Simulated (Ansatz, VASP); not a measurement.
# I: VASP beside Ansatz

```
I
1.0
     0.00000    2.36560    3.90984
     2.19225    0.00000    3.90984
     2.19225    2.36560    0.00000
I
1
Direct
  0.00000 0.00000 0.00000
```

Alike in both runs: task relaxation of cell and atoms; functional RPBE; k mesh 9 × 9 × 9; occupations fermi-dirac, width 0.05 eV; no spin polarisation.

```csv
,VASP,Ansatz
version,VASP 6.6.1,Ansatz 0.2.0
potentials or method,"VASP PAW PBE potentials, release 64 (I), cutoff 600 eV","all-electron LAPW, scalar-relativistic"
```

VASP gave:

- gap on the k mesh at the Fermi level, each at its own relaxed structure (eV): none
- relaxed volume (Å³/atom): 60.46
- relaxed length of the cell vector where the two differ most in proportion (Å): 6.087

Question: What did Ansatz give for the same quantities?

Answer: gap on the k mesh at the Fermi level, each at its own relaxed structure (eV): none; relaxed volume (Å³/atom): 61.57; relaxed length of the cell vector where the two differ most in proportion (Å): 6.176.

VASP's potentials were made for PBE, not for RPBE. A gap of «none» marks a metal or a gap that the smearing closes. Ansatz ran all-electron here, and VASP with PAW potentials.

Spin-orbit coupling is off throughout. Noted on VASP's run: the volume moved by over 15 % at a fixed basis, so the end points are rough. Noted on Ansatz's run: the volume moved by over 15 % at a fixed basis, so the end points are rough.
